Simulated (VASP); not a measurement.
# Ge (I4_1/amd) in VASP: a series of runs, part 3 of 3

VASP 6.6.1.

### Step 7. Vibrations by perturbation theory, PBE

Input file INCAR:

```
PREC = Accurate
ENCUT = 520
EDIFF = 1E-8
ISMEAR = -1
SIGMA = 0.05
LREAL = F
LASPH = T
NELM = 80
ALGO = Normal
ISIF = 2
LWAVE = F
LCHARG = T
GGA = PE
IBRION = 8
NSW = 1
```

Input file KPOINTS:

```
regular mesh
0
Gamma
  8 8 8
```

Input file POSCAR:

```
Ge
1.0
   -2.5744897190      2.5744897190      1.3974126432
    2.5744897190     -2.5744897190      1.3974126432
    2.5744897190      2.5744897190     -1.3974126432
Ge
2
Direct
    0.5000000000      0.5000000000      0.0000000000
    0.2500000000      0.7500000000      0.5000000000
```

Potentials or basis: VASP PAW PBE potentials, release 64 (Ge_d).

Run with:

```sh
$ cat potpaw_PBE.64/Ge_d/POTCAR > POTCAR
$ mpirun -np 1 vasp_std > vasp.out
```

OUTCAR:

```text
PREC = Accurate
   ENCUT = 520
   EDIFF = 1E-8
   ISMEAR = -1
   LREAL = F
   LASPH = T
   NELM = 80
   ISIF = 2
   GGA = PE
   IBRION = 8
   NSW = 1

 ion  position               nearest neighbor table
   1  0.500  0.500  0.000-   2 2.67   2 2.67   2 2.67   2 2.67
   2  0.250  0.750  0.500-   1 2.67   1 2.67   1 2.67   1 2.67

  LATTYP: Found a body centered tetragonal cell.
 ALAT       =     5.1489794380
 C/A-ratio  =     0.5427920853

  Lattice vectors:

 A1 = (  -2.5744897190,   2.5744897190,   1.3974126432)
 A2 = (   2.5744897190,  -2.5744897190,   1.3974126432)
 A3 = (   2.5744897190,   2.5744897190,  -1.3974126432)

Analysis of symmetry for initial positions (statically):
=====================================================================
 Subroutine PRICEL returns:
 Original cell was already a primitive cell.

 Routine SETGRP: Setting up the symmetry group for a
 body centered tetragonal supercell.

 Subroutine GETGRP returns: Found 16 space group operations
 (whereof  8 operations were pure point group operations)
 out of a pool of 16 trial point group operations.

The static configuration has the point symmetry D_2d.
 The point group associated with its full space group is D_4h.

Analysis of symmetry for dynamics (positions and initial velocities):
=====================================================================
 Subroutine PRICEL returns:
 Original cell was already a primitive cell.

 Routine SETGRP: Setting up the symmetry group for a
 body centered tetragonal supercell.

 Subroutine GETGRP returns: Found 16 space group operations
 (whereof  8 operations were pure point group operations)
 out of a pool of 16 trial point group operations.

[... 692 lines left out ...]
  free  energy   TOTEN  =        -8.5431165650 eV

  energy  without entropy=       -8.5359452052  energy(sigma->0) =       -8.53953089

[... ionic steps 2 to 3 ...]

--------------------------------------- Ionic step        4  -------------------------------------------

------------------------ aborting loop because EDIFF is reached ----------------------------------------

[... ionic steps 5 to 5 ...]

--------------------------------------- Ionic step        6  -------------------------------------------

 Free energy of the ion-electron system (eV)
  ---------------------------------------------------
  ---------------------------------------------------
  free energy    TOTEN  =        -0.18280505 eV

  energy without entropy =       -0.18280505

------------------------ aborting loop because EDIFF is reached ----------------------------------------

 INTERNAL STRAIN TENSOR  FOR ION    1  DIRECTION 3   (eV/Angst):
 -----------------------------------------------------------------------------
    -3.04034  0.00000  0.00000
     0.00000  3.03176  0.00000
     0.00000  0.00000  0.00443

 INTERNAL STRAIN TENSOR FOR ION    2 for displacements in x,y,z  (eV/Angst):
          X           Y           Z          XY          YZ          ZX
  --------------------------------------------------------------------------------
  x     0.00000     0.00000     0.00000     0.00000     0.00000     1.55267
  y     0.00000     0.00000     0.00000     0.00000    -1.29078     0.00000
  z     3.03605    -3.03605     0.00000     0.00000     0.00000     0.00000

 SECOND DERIVATIVES (NOT SYMMETRIZED)
 ------------------------------------
               1X          1Y          1Z          2X          2Y          2Z
  1X    -3.953866    0.000000    0.000000    3.953866    0.000000    0.000000
  1Y     0.000000   -3.953866    0.000000    0.000000    3.953866    0.000000
  1Z     0.000000    0.000000   -0.686909    0.000000    0.000000    0.686909
  2X     3.953866    0.000000    0.000000   -3.953866    0.000000    0.000000
  2Y     0.000000    3.953866    0.000000    0.000000   -3.953866    0.000000
  2Z     0.000000    0.000000    0.686909    0.000000    0.000000   -0.686909

 Eigenvectors and eigenvalues of the dynamical matrix
 ----------------------------------------------------

   1 f  =    5.159154 THz    32.415921 2PiTHz  172.090858 cm-1    21.336537 meV
             X         Y         Z           dx          dy          dz
      0.000000  0.000000  1.397413     0.707107    0.000000    0.000000
      2.574490  0.000000  0.698706    -0.707107    0.000000    0.000000
[... 16 lines left out ...]
   5 f  =    0.000000 THz     0.000000 2PiTHz    0.000000 cm-1     0.000000 meV
             X         Y         Z           dx          dy          dz
      0.000000  0.000000  1.397413     0.707107    0.000000    0.000000
      2.574490  0.000000  0.698706     0.707107    0.000000    0.000000

   6 f/i=    0.000000 THz     0.000000 2PiTHz    0.000001 cm-1     0.000000 meV
             X         Y         Z           dx          dy          dz
      0.000000  0.000000  1.397413     0.000000   -0.565076    0.425075
      2.574490  0.000000  0.698706     0.000000   -0.565076    0.425075

--------------------------------------------------------------------------------------------------------

 ELASTIC MODULI CONTR FROM IONIC RELAXATION (kBar)
 Direction    XX          YY          ZZ          XY          YZ          ZX
 --------------------------------------------------------------------------------
 XX        -580.3130    580.3130      0.0000      0.0000     -0.0000     -0.0000
 YY         580.3130   -580.3130      0.0000      0.0000      0.0000      0.0000
 ZZ           0.0000      0.0000      0.0000      0.0000      0.0000      0.0000
 XY           0.0000      0.0000      0.0000      0.0000      0.0000      0.0000
 YZ          -0.0000      0.0000      0.0000      0.0000    -18.2232     -0.0000
 ZX          -0.0000      0.0000      0.0000      0.0000     -0.0000    -26.3682
 --------------------------------------------------------------------------------
```

OSZICAR:

```text
N       E                     dE             d eps       ncg     rms          rms(c)
DAV:   1     0.152839352953E+03    0.15284E+03   -0.15019E+04  2222   0.446E+03
DAV:   2     0.934220198473E+01   -0.14350E+03   -0.14112E+03  2124   0.522E+02
[... 45 lines left out ...]
RMM:   6    -0.182806411397E+00   -0.83938E-05   -0.18527E-07  6053   0.460E-03    0.160E-04
RMM:   7    -0.182805463801E+00    0.94760E-06   -0.65498E-08  6086   0.152E-03    0.103E-04
RMM:   8    -0.182805062980E+00    0.40082E-06   -0.45623E-09  6155   0.630E-04    0.117E-05
RMM:   9    -0.182804969653E+00    0.93327E-07   -0.80411E-09  6281   0.309E-04    0.775E-06
RMM:  10    -0.182805054035E+00   -0.84381E-07   -0.36003E-08  6408   0.163E-04    0.313E-06
RMM:  11    -0.182805051079E+00    0.29555E-08   -0.20530E-08  6304   0.952E-05    0.286E-06
 Linear response finished
```

stdout:

```text
POSCAR found type information on POSCAR Ge
 POSCAR found :  1 types and       2 ions
 scaLAPACK will be used
 LDA part: xc-table for (Slater+PW92), standard interpolation
 POSCAR, INCAR and KPOINTS ok, starting setup
 FFT: planning ... GRIDC
 FFT: planning ... GRID_SOFT
 FFT: planning ... GRID
 WAVECAR not read
 entering main loop
 Linear response reoptimize wavefunctions to high precision
 Linear response DOF=           2
 Linear response progress:
 first order change of Fermi-energy   0.14840E-04
 force on displaced ion       1 direction 1 :  -3.954   0.000   0.000
 Linear response progress:
 first order change of Fermi-energy  -0.49514E-04
 force on displaced ion       1 direction 3 :   0.000  -0.000  -0.687
 Linear response finished
```

Run time: 5.7 min. Hardware: 1 thread of Intel Xeon Platinum 8488C (Sapphire Rapids), shared host; peak memory 0.32 GiB.

What came out:

| Quantity | Value |
| --- | --- |
| Highest phonon frequency at Γ | 172 cm⁻¹ |

Phonon frequencies in cm⁻¹ (negative: imaginary):
```tsv
q point	frequencies
(0.000, 0.000, 0.000)	0 0 0 72 172 172
```

Caveat: the cell wasn't relaxed at this level first, which shifts response properties.
